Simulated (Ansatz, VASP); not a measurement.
# One calculation of ZrS, two programs

File INCAR:

```
ALGO = Normal ; EDIFF = 1E-7
ENCUT = 520 ; GGA = PS
ISIF = 2 ; ISMEAR = 0
LASPH = True ; LCHARG = False
LREAL = False ; LWAVE = False
NBANDS = 16 ; NELM = 80
PREC = Accurate ; SIGMA = 0.15
```

Contents of KPOINTS:

```
k-points
0
Gamma
  16 16 16
```

Contents of POSCAR:

```
ZrS
1.0
    0.0000000000      2.7300000000      2.8350000000
    2.7300000000      0.0000000000      2.8350000000
    2.7300000000      2.7300000000      0.0000000000
Zr S
1 1
Direct
    0.0000000000      0.0000000000      0.0000000000
    0.5000000000      0.5000000000      0.5000000000
```

Input for Ansatz:

```yaml
crystal:
  lattice:
    - [0.0, 2.73, 2.835]
    - [2.73, 0.0, 2.835]
    - [2.73, 2.73, 0.0]
  atoms:
    - { symbol: Zr, position: [0.0, 0.0, 0.0] }
    - { symbol: S, position: [0.5, 0.5, 0.5] }
basis:
  ecutwfc: 420
kpoints:
  mp_grid: { grid: [16, 16, 16] }
hamiltonian:
  xc: pbesol
scf:
  occupations: { method: gaussian, width: 0.15 }
output:
  forces: true
  stress: true
  eigenvalues: true
```

Change from the starting cell: strain +0.040 along x and y, +0.080 along z, atoms carried along.

Alike in both runs: task single point; functional PBEsol; k mesh 16 × 16 × 16; occupations gaussian, width 0.15 eV; no spin polarisation.

|  | VASP | Ansatz |
| --- | --- | --- |
| version | VASP 6.6.1 | Ansatz 0.2.0 |
| potentials or method | VASP PAW PBE potentials, release 64 (Zr_sv, S), cutoff 520 eV | scalar-relativistic, plane waves, PAW |
| valence electrons in the cell | 18 | 18 |

```csv
,VASP,Ansatz,Ansatz less VASP
gap on the k mesh at the Fermi level (eV),none,none,-
pressure (GPa),-18.6,-18.7,-0.11
"traceless stress, the component that is largest in VASP (GPa)",-1.57,-1.54,+0.030
```

VASP's potentials were made for PBE, not for PBEsol. A gap of «none» marks a metal or a gap that the smearing closes. The functional is the same, so the differences come from potentials, cutoffs and numerics.
